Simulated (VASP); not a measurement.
The system is SiO2.

```
Si O
1.0
    -2.37405    2.37405    3.74400
     2.37405   -2.37405    3.74400
     2.37405    2.37405   -3.74400
Si O
2 4
Direct
  0.00000 0.00000 0.00000
  0.75000 0.25000 0.50000
  0.99838 0.62500 0.87338
  0.37500 0.24838 0.37338
  0.75162 0.12500 0.12662
  0.87500 0.00162 0.62662
```

* Program: VASP 6.6.1
* Task: relaxation of the atoms
* Functional: LDA
* Potentials or basis: VASP PAW LDA potentials, release 64 (Si, O)
* Cutoff: 520 eV
* k mesh: 8 × 8 × 8
* Occupations: gaussian, width 0.02 eV
* Spin: no spin polarisation

At the start: pressure -2.4 GPa; volume 14.07 Å³/atom.

Q: Where does the relaxation end?

A: Over 4 steps the energy falls by 2.4 meV/atom at a fixed cell; space group I-42d (No. 122, to 0.1 Å) before and after.

Step by step:
| step | energy change (eV) | largest force (eV/Å) | pressure (GPa) |
| --- | --- | --- | --- |
| 1 | 0.0000 | 0.2527 | -2.35 |
| 2 | -0.0096 | 0.1447 | -1.16 |
| 3 | -0.0140 | 0.0290 | 0.77 |
| 4 | -0.0143 | 0.0024 | 0.45 |

Final structure:
```yaml
crystal:
  lattice:
    - [-2.37405, 2.37405, 3.74400]
    - [2.37405, -2.37405, 3.74400]
    - [2.37405, 2.37405, -3.74400]
  atoms:
    - { symbol: Si, position: [0.00000, 0.00000, 0.00000] }
    - { symbol: Si, position: [0.75000, 0.25000, 0.50000] }
    - { symbol: O, position: [0.99230, 0.62500, 0.86730] }
    - { symbol: O, position: [0.37500, 0.24230, 0.36730] }
    - { symbol: O, position: [0.75770, 0.12500, 0.13270] }
    - { symbol: O, position: [0.87500, 0.00770, 0.63270] }
```
